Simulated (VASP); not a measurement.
ScAl3N3:

```
Sc Al N
1.0
     5.10985    0.00000    0.00000
    -2.55492    4.42526    0.00000
     0.00000    0.00000    4.93778
Sc Al N
1 3 3
Direct
  0.00000 0.00000 0.00000
  0.50000 0.00000 0.00000
  0.00000 0.50000 0.00000
  0.50000 0.50000 0.00000
  0.33333 0.66667 0.12997
  0.66667 0.33333 0.87003
  0.00000 0.00000 0.50000
```

The cell was generated, and may not be a known phase.

* Program: VASP 6.6.1
* Task: relaxation of cell and atoms
* Functional: PBE
* Potentials or basis: VASP PAW PBE potentials, release 64 (Sc_sv, Al, N)
* Cutoff: 600 eV
* k mesh: 4 × 4 × 3
* Occupations: gaussian, width 0.2 eV
* Spin: no spin polarisation

At the start: pressure 41.7 GPa; volume 15.95 Å³/atom.

Problem. Where does the relaxation end?

Solution. Over 18 steps the energy falls by 1380.0 meV/atom and the volume is 19.66 Å³/atom (+23.3 %); space group P-3m1 (No. 164, to 0.1 Å) before and after.

Step by step:
| step | energy change (eV) | largest force (eV/Å) | pressure (GPa) | volume (Å³) |
| --- | --- | --- | --- | --- |
| 1 | 0.0000 | 6.8242 | 41.69 | 111.65 |
| 2 | -4.2888 | 3.1790 | -16.37 | 186.56 |
| 3 | -7.1871 | 1.4696 | -6.42 | 148.49 |
| 4 | -8.9859 | 1.0627 | -4.65 | 137.29 |
| 5 | -9.3687 | 0.8544 | -2.37 | 131.82 |
| 6 | -9.3984 | 0.7634 | -1.29 | 129.64 |
| 7 | -9.3983 | 0.7811 | -1.50 | 130.05 |
| 8 | -9.4459 | 0.4048 | 1.40 | 127.00 |
| 9 | -9.4460 | 0.4210 | 1.27 | 127.13 |
| 10 | -9.4848 | 0.3759 | 1.00 | 128.56 |
| 11 | -9.5701 | 0.2812 | 0.04 | 132.92 |
| 12 | -9.6002 | 0.1892 | -2.73 | 141.92 |
| 13 | -9.6126 | 0.2199 | -1.50 | 138.32 |
| 14 | -9.6400 | 0.1182 | -0.34 | 136.95 |
| 15 | -9.6486 | 0.0443 | 0.83 | 135.51 |
| 16 | -9.6558 | 0.0508 | 0.28 | 136.50 |
| 17 | -9.6561 | 0.0510 | 0.14 | 136.74 |
| 18 | -9.6602 | 0.0439 | -0.19 | 137.62 |

Final structure:
```xyz
7
Lattice="6.2992 0.0000 0.0000 -3.1496 5.4552 0.0000 0.0000 0.0000 4.0048" Properties=species:S:1:pos:R:3 pbc="T T T"
Sc    6.2992    0.0000    0.0000
Al    3.1496    0.0000    0.0000
Al    4.7244    2.7276    0.0000
Al    1.5748    2.7276    0.0000
N     0.0000    3.6368    0.1008
N     3.1496    1.8184    3.9040
N     3.1496    5.4552    2.0024
```

Caveat: the k points lie up to 0.52 Å⁻¹ apart in the final cell, too coarse for converged energies and pressures of a metal; the volume moved by over 15 % at a fixed basis, so the end points are rough; the relaxation stopped at a loose force limit of 0.08 eV/Å, so its end isn't a converged minimum.
